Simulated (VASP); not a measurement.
**Al2Pt: single point with r2SCAN**

Al2Pt:

```xyz
3
Lattice="0.0000 2.9902 2.9902 2.9902 0.0000 2.9902 2.9902 2.9902 0.0000" Properties=species:S:1:pos:R:3 pbc="T T T"
Al    1.4951    1.4951    1.4951
Al    4.4854    4.4854    4.4854
Pt    0.0000    0.0000    0.0000
```

| Quantity | Value |
| --- | --- |
| Program | VASP 6.6.1 |
| Task | single point |
| Functional | r2SCAN |
| Potentials or basis | VASP PAW PBE potentials, release 64 (Al, Pt) |
| Cutoff | 520 eV |
| k mesh | 10 × 10 × 10 |
| Occupations | fermi-dirac, width 0.1 eV |
| Spin | no spin polarisation |
| Dipole correction | no |
| Further INCAR settings | ALGO = Normal; EDIFF = 1e-07; NBANDS = 15 |

The pressure is -5.3 GPa. The band gap on the k mesh is zero (bands 8 and 9 overlap by 5.58 eV).

Levels at points of the mesh, in eV from the Fermi level:
| k point | band 4 | band 5 | band 6 | band 7 | band 8 | band 9 | band 10 | band 11 | band 12 | band 13 |
| --- | --- | --- | --- | --- | --- | --- | --- | --- | --- | --- |
| (0.00, 0.00, 0.00) | -5.13 | -3.75 | -3.75 | 3.38 | 3.94 | 3.94 | 3.94 | 5.57 | 5.57 | 5.57 |
| (0.50, 0.00, 0.00) | -4.79 | -3.78 | -3.52 | -3.52 | 1.04 | 1.04 | 4.25 | 5.37 | 5.37 | 5.61 |
| (0.50, 0.50, 0.00) | -3.82 | -3.82 | -3.50 | -3.25 | -1.64 | -1.64 | 3.30 | 3.67 | 8.44 | 11.34 |

It took 3.7 min on 1 thread of Intel Xeon 8259CL, on a shared host, peak memory 0.21 GiB.

Caveat: the cell stands under tension; the PAW data sets were made with another functional, which shifts forces and pressure a little; spin-orbit coupling is left out, which moves the levels of the heavy elements.
